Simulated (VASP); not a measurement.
Here is a VASP 6.6.1 calculation.

File INCAR:

```
PREC = Accurate
ENCUT = 520
EDIFF = 1E-8
ISMEAR = 0
SIGMA = 0.01
LREAL = F
LASPH = T
NELM = 60
ALGO = Normal
ISIF = 2
LWAVE = F
LCHARG = F
GGA = PE
LEPSILON = T
```

KPOINTS

```
Automatic mesh
0
Gamma
  8 8 8
```

File POSCAR:

```
LiH
1.0
    0.0000000000      2.1451220264      2.1451220264
    2.1451220264      0.0000000000      2.1451220264
    2.1451220264      2.1451220264      0.0000000000
Li H
1 1
Direct
    0.0000000000      0.0000000000      0.0000000000
    0.2500000000      0.2500000000      0.2500000000
```

Potentials or basis: VASP PAW PBE potentials, release 64 (Li_sv, H).

Command:

```console
$ cat potpaw_PBE.64/Li_sv/POTCAR potpaw_PBE.64/H/POTCAR > POTCAR
$ mpirun -np 1 vasp_std > vasp.out
```

Problem. Estimate the electronic dielectric tensor (diagonal).

Solution. 3.25.

Problem. Predict the Born charges (mean of the diagonal).

Solution. Li +0.82; H -0.82 e.

Problem. Predict the band gap on the k mesh.

Solution. 4.20 eV, indirect (least direct gap 5.27 eV).

Born effective charge tensors (e):
atom 1, Li
```
0.82 0.00 0.00
0.00 0.82 0.00
0.00 0.00 0.82
```
atom 2, H
```
-0.82  0.00  0.00
 0.00 -0.82  0.00
 0.00  0.00 -0.82
```

 A k mesh can miss the band edges.
